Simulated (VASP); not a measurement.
# Mg2Zn3O (P-3m1) in VASP: further runs, part 2 of 2

VASP 6.6.1. Earlier steps stand in the parts before.

**3. Relaxation of cell and atoms, PBE**

This run uses another cell than the first one, of 14.70 Å³/atom.

The input, INCAR:

```
PREC     = Accurate       # precision mode
ENCUT    = 600            # plane-wave cutoff, eV
EDIFF    = 1E-6           # SCF threshold, eV
ISMEAR   = 0              # smearing method
SIGMA    = 0.1            # smearing width, eV
LREAL    = F              # projectors in reciprocal space
LASPH    = T              # aspherical terms in the spheres
NELM     = 100            # most SCF steps
ALGO     = Normal         # electronic algorithm
ISIF     = 3              # what is computed and relaxed
LWAVE    = F              # write WAVECAR
LCHARG   = F              # write CHGCAR
GGA      = PE             # functional
IBRION   = 2              # ionic algorithm
NSW      = 100            # ionic steps
EDIFFG   = -0.01          # ionic threshold
```

The input, KPOINTS:

```
regular mesh
0
Gamma
  12 12 4
```

The input, POSCAR:

```
Mg2Zn3O
1.0
    3.0303385372      0.0000000000      0.0000000000
   -1.5151692686      2.6243501553      0.0000000000
    0.0000000000      0.0000000000     11.0935281680
Mg Zn O
2 3 1
Direct
    0.6666666667      0.3333333333      0.8875454856
    0.3333333333      0.6666666667      0.1124545144
    0.3333333333      0.6666666667      0.6816460061
    0.0000000000      0.0000000000      0.5000000000
    0.6666666667      0.3333333333      0.3183539939
    0.0000000000      0.0000000000      0.0000000000
```

Potentials or basis: VASP PAW PBE potentials, release 64 (Mg, Zn, O).

Started as:

```sh
cat potpaw_PBE.64/Mg/POTCAR potpaw_PBE.64/Zn/POTCAR potpaw_PBE.64/O/POTCAR > POTCAR
mpirun -np 1 vasp_std > vasp.out
```

OUTCAR:

```text
PREC = Accurate
   ENCUT = 600
   EDIFF = 1E-6
   ISMEAR = 0
   LREAL = F
   LASPH = T
   NELM = 100
   ISIF = 3
   GGA = PE
   IBRION = 2
   NSW = 100
   EDIFFG = -0.01

 ion  position               nearest neighbor table
   1  0.667  0.333  0.888-   6 2.15   6 2.15   6 2.15   3 2.88   3 2.88   3 2.88   2 3.05   2 3.05
                             2 3.05
   2  0.333  0.667  0.112-   6 2.15   6 2.15   6 2.15   5 2.88   5 2.88   5 2.88   1 3.05   1 3.05
                             1 3.05
   3  0.333  0.667  0.682-   4 2.67   4 2.67   4 2.67   1 2.88   1 2.88   1 2.88
   4  0.000  0.000  0.500-   3 2.67   5 2.67   5 2.67   3 2.67   5 2.67   3 2.67
   5  0.667  0.333  0.318-   4 2.67   4 2.67   4 2.67   2 2.88   2 2.88   2 2.88
   6  0.000  0.000  0.000-   1 2.15   2 2.15   1 2.15   2 2.15   1 2.15   2 2.15

  LATTYP: Found a hexagonal cell.
 ALAT       =     3.0303385372
 C/A-ratio  =     3.6608214006

  Lattice vectors:

 A1 = (   3.0303385372,   0.0000000000,   0.0000000000)
 A2 = (  -1.5151692686,   2.6243501553,   0.0000000000)
 A3 = (   0.0000000000,   0.0000000000,  11.0935281680)

Analysis of symmetry for initial positions (statically):
=====================================================================
 Subroutine PRICEL returns:
 Original cell was already a primitive cell.

 Routine SETGRP: Setting up the symmetry group for a
 hexagonal supercell.

 Subroutine GETGRP returns: Found 12 space group operations
 (whereof 12 operations were pure point group operations)
 out of a pool of 24 trial point group operations.

The static configuration has the point symmetry D_3d.

Analysis of symmetry for dynamics (positions and initial velocities):
=====================================================================
 Subroutine PRICEL returns:
 Original cell was already a primitive cell.

 Routine SETGRP: Setting up the symmetry group for a
 hexagonal supercell.

[... 138 lines left out ...]
   LHFCALC =     F    Hartree Fock is set to
   AEXX    =    0.0000 exact exchange contribution
   IVDW    =     0    specifies the selected vdW correction
   LEPSILON=     F    determine dielectric tensor
   LRPA    =     F    only Hartree local field effects (RPA)
 conjugate gradient relaxation of ions
 non-spin polarized calculation
 Gauss-broadening in eV      SIGMA  =   0.10
  energy-cutoff  :      600.00
  volume of cell :       88.22
 maximum number of plane-waves:      3006
   NGX = 13   NGY = 13   NGZ = 45

--------------------------------------- Ionic step        1  -------------------------------------------

 number of electron      46.0000023 magnetization

 Free energy of the ion-electron system (eV)
  ---------------------------------------------------
  ext. energy  EPLUGINS =         0.00000000
  ---------------------------------------------------
  free energy    TOTEN  =       -16.12895597 eV

  energy without entropy =      -16.11813309  energy(sigma->0) =      -16.12354453

------------------------ aborting loop because EDIFF is reached ----------------------------------------

  FORCE on cell =-STRESS in cart. coord.  units (eV):
  Direction    XX          YY          ZZ          XY          YZ          ZX
  --------------------------------------------------------------------------------------
  -------------------------------------------------------------------------------------
  Total       -0.1223703     -0.1223703      0.1121864      0.0000000      0.0000000      0.0000000
  in kB       -2.2223066     -2.2223066      2.0373626      0.0000000      0.0000000      0.0000000
  external PRESSURE =      -0.8024169 kB  Pullay stress =       0.0000000 kB
[... 187 lines left out ...]
--------------------------------------- Ionic step        6  -------------------------------------------

 number of electron      46.0000009 magnetization

 Free energy of the ion-electron system (eV)
  ---------------------------------------------------
  ext. energy  EPLUGINS =         0.00000000
  ---------------------------------------------------
  free energy    TOTEN  =       -16.14812854 eV

  energy without entropy =      -16.14023870  energy(sigma->0) =      -16.14418362

 E-fermi :   3.7125     XC(G=0): -10.6438

 val. band max:        3.7003559216   @ k =   0.2500   0.1667   0.5000
 cond. band min:       3.7140568685   @ k =  -0.0833   0.4167   0.2500
 fundamental gap:      0.0137009469
 Fermi energy:         3.7125197428

 k-point     1 :       0.0000    0.0000    0.0000
  band No.  band energies     occupation
      1     -16.6281      2.00000
      2      -5.5075      2.00000
      3      -4.6743      2.00000
      4      -4.1891      2.00000
      5      -3.8886      2.00000
      6      -3.8102      2.00000
[... 709 lines left out ...]
     26       9.8970      0.00000
     27      10.6744      0.00000

 [... further k-points ...]

------------------------ aborting loop because EDIFF is reached ----------------------------------------

  FORCE on cell =-STRESS in cart. coord.  units (eV):
  Direction    XX          YY          ZZ          XY          YZ          ZX
  --------------------------------------------------------------------------------------
  -------------------------------------------------------------------------------------
  Total       -0.0217526     -0.0217526     -0.0135225      0.0000000      0.0000000      0.0000000
  in kB       -0.3968801     -0.3968801     -0.2467199      0.0000000      0.0000000      0.0000000
  external PRESSURE =      -0.3468267 kB  Pullay stress =       0.0000000 kB
[... 21 lines left out ...]
  FREE ENERGIE OF THE ION-ELECTRON SYSTEM (eV)
  ---------------------------------------------------
  free  energy   TOTEN  =       -16.1481285417 eV

  energy  without entropy=      -16.1402386956  energy(sigma->0) =      -16.14418362

 reached required accuracy - stopping structural energy minimisation
```

Run time: 5.2 min. Hardware: 1 thread of AMD EPYC 9R45 (Zen 5), shared host; peak memory 0.33 GiB.

What came out:

```
Free energy                           : -16.1481 eV
Relaxed volume                        : 14.64 Å³/atom
Relaxed cell                          : a = 3.017 Å, b = 3.017 Å, c = 11.142 Å, α = 90.00°, β = 90.00°, γ = 120.00°
Space group after relaxing (to 0.1 Å) : P-3m1 (No. 164)
Energy gained by relaxing             : 3.2 meV/atom
Ionic steps                           : 6
Pressure after relaxing               : 0.0 GPa
Largest force after relaxing          : 0.010 eV/Å
Band gap on the k mesh                : zero (bands 23 and 24 overlap by 1.71 eV)
```

Forces on the atoms (eV/Å):
```
Mg   0.000  0.000 -0.010
Mg   0.000  0.000  0.010
Zn   0.000  0.000  0.003
Zn   0.000  0.000  0.000
Zn   0.000  0.000 -0.003
O    0.000  0.000  0.000
```

The path:
| step | energy change (eV) | largest force (eV/Å) | pressure (GPa) | volume (Å³) |
| --- | --- | --- | --- | --- |
| 1 | 0.0000 | 0.2976 | -0.08 | 88.22 |
| 2 | -0.0079 | 0.2181 | -0.17 | 88.13 |
| 3 | -0.0146 | 0.1953 | -0.25 | 87.95 |
| 4 | -0.0184 | 0.0481 | 0.23 | 87.49 |
| 5 | -0.0185 | 0.0193 | 0.33 | 87.40 |
| 6 | -0.0192 | 0.0097 | -0.03 | 87.81 |

Final structure:
```
Mg Zn O
1.0
     3.01678    0.00000    0.00000
    -1.50839    2.61261    0.00000
     0.00000    0.00000   11.14151
Mg Zn O
2 3 1
Cartesian
  1.5084 0.8709 9.8969
  0.0000 1.7417 1.2446
  0.0000 1.7417 7.6559
  1.5084 2.6126 5.5708
  1.5084 0.8709 3.4856
  1.5084 2.6126 0.0000
```

Levels at points of the mesh, in eV from the Fermi level:
| k point | band 19 | band 20 | band 21 | band 22 | band 23 | band 24 | band 25 | band 26 | band 27 |
| --- | --- | --- | --- | --- | --- | --- | --- | --- | --- |
| (0.00, 0.00, 0.00) | -6.24 | -5.57 | -4.14 | -4.14 | -2.03 | 0.20 | 4.33 | 4.89 | 9.51 |
| (0.50, 0.00, 0.00) | -4.78 | -3.13 | -3.08 | -1.95 | -1.90 | -0.30 | 0.17 | 2.56 | 3.50 |
| (0.00, 0.00, 0.50) | -6.88 | -4.21 | -4.14 | -4.14 | -3.31 | 1.81 | 2.29 | 6.48 | 8.23 |
| (0.50, 0.00, 0.50) | -4.78 | -3.18 | -2.98 | -2.16 | -1.65 | -0.80 | 0.75 | 2.53 | 3.32 |

The gap in the log of VASP goes by the Fermi energy; the results here count the filled bands.